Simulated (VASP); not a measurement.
A run of VASP 6.6.1 is set up as follows.

The input INCAR:

```
SYSTEM = Pt
PREC = Accurate ; ENCUT = 500
EDIFF = 1E-6 ; ISMEAR = -1
SIGMA = 0.1 ; LREAL = .FALSE.
LASPH = .TRUE. ; NELM = 120
ALGO = Normal ; ISIF = 2
LWAVE = .FALSE. ; LCHARG = .TRUE.
GGA = PE ; LELF = .TRUE.
LVHAR = .TRUE. ; NBANDS = 22
GGA_COMPAT = .FALSE.
```

Contents of KPOINTS:

```
Automatic mesh
0
G
  6 6 6
  0 0 0
```

The input POSCAR:

```
Pt
1.0
    4.2585860000      0.0000000000      0.0000000000
    0.0000000000      4.2585860000      0.0000000000
    0.0000000000      0.0000000000      4.2585860000
Pt
3
Direct
    0.5000000000      0.0000000000      0.5000000000
    0.5000000000      0.5000000000      0.0000000000
    0.0000000000      0.5000000000      0.5000000000
```

Potentials or basis: VASP PAW PBE potentials, release 64 (Pt).

Launch:

```bash
$ cat potpaw_PBE.64/Pt/POTCAR > POTCAR
$ mpirun -np 1 vasp_std > vasp.out
```

(1) Predict the band gap on the k mesh.

(2) Predict the pressure.

Results:

(1) zero (band 15 reaches 4.20 eV, above the bottom of band 16 at 3.21 eV).

(2) -25.9 GPa.

Caveat: spin-orbit coupling is left out, which moves the levels of the heavy elements.
